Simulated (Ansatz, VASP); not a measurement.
**One calculation of MgO, two programs**

Contents of INCAR:

```
SYSTEM = MgO
ALGO     = Normal         ! electronic algorithm
EDIFF    = 1E-6           ! SCF threshold, eV
ENCUT    = 600            ! plane-wave cutoff, eV
GGA      = PS             ! functional
GGA_COMPAT= .False.      
ISIF     = 2              ! what is computed and relaxed
ISMEAR   = -1             ! smearing method
LASPH    = .True.         ! aspherical terms in the spheres
LCHARG   = .False.        ! write CHGCAR
LREAL    = .False.        ! projectors in reciprocal space
LWAVE    = .False.        ! write WAVECAR
NBANDS   = 11             ! bands
NELM     = 120            ! most SCF steps
PREC     = Accurate       ! precision mode
SIGMA    = 0.05           ! smearing width, eV
```

Contents of KPOINTS:

```
k-points
0
Gamma
  16 16 16
  0 0 0
```

Contents of POSCAR:

```
MgO
1.0
    0.0000000000      2.1269184909      2.1269184909
    2.1269184909      0.0000000000      2.1269184909
    2.1269184909      2.1269184909      0.0000000000
Mg O
1 1
Direct
    0.0000000000      0.0000000000      0.0000000000
    0.5000000000      0.5000000000      0.5000000000
```

Input for Ansatz:

```yaml
crystal:
  lattice:
    - [0.0, 2.1269184909, 2.1269184909]
    - [2.1269184909, 0.0, 2.1269184909]
    - [2.1269184909, 2.1269184909, 0.0]
  atoms:
    - { symbol: Mg, position: [0.0, 0.0, 0.0] }
    - { symbol: O, position: [0.5, 0.5, 0.5] }
kpoints:
  mp_grid: { grid: [16, 16, 16] }
  band_path:
    path:
      - [0.0, 0.0, 0.0]
      - [0.5, 0.0, 0.5]
      - [0.625, 0.25, 0.625]
      - [0.375, 0.375, 0.75]
      - [0.0, 0.0, 0.0]
      - [0.5, 0.5, 0.5]
      - [0.5, 0.25, 0.75]
      - [0.5, 0.0, 0.5]
    npoints: 5
scf:
  occupations: { method: fermi_dirac, width: 0.05 }
hamiltonian:
  xc: pbesol
  pseudopotentials: { kind: all_electron, lapw: { basis_error: 0.001 } }
output:
  forces: true
  stress: true
  eigenvalues: true
```

Alike in both runs: task single point; functional PBEsol; k mesh 16 × 16 × 16; occupations fermi-dirac, width 0.05 eV; no spin polarisation.

|  | VASP | Ansatz |
| --- | --- | --- |
| version | VASP 6.6.1 | Ansatz 0.2.0 |
| potentials or method | VASP PAW PBE potentials, release 64 (Mg, O), cutoff 600 eV | all-electron LAPW, scalar-relativistic |

|  | VASP | Ansatz | Ansatz less VASP |
| --- | --- | --- | --- |
| gap on the k mesh at the Fermi level (eV) | 4.36 | 4.36 | +0.001 |
| pressure (GPa) | -4.9 | -4.1 | +0.83 |

VASP's potentials were made for PBE, not for PBEsol. Ansatz ran all-electron here, and VASP with PAW potentials.
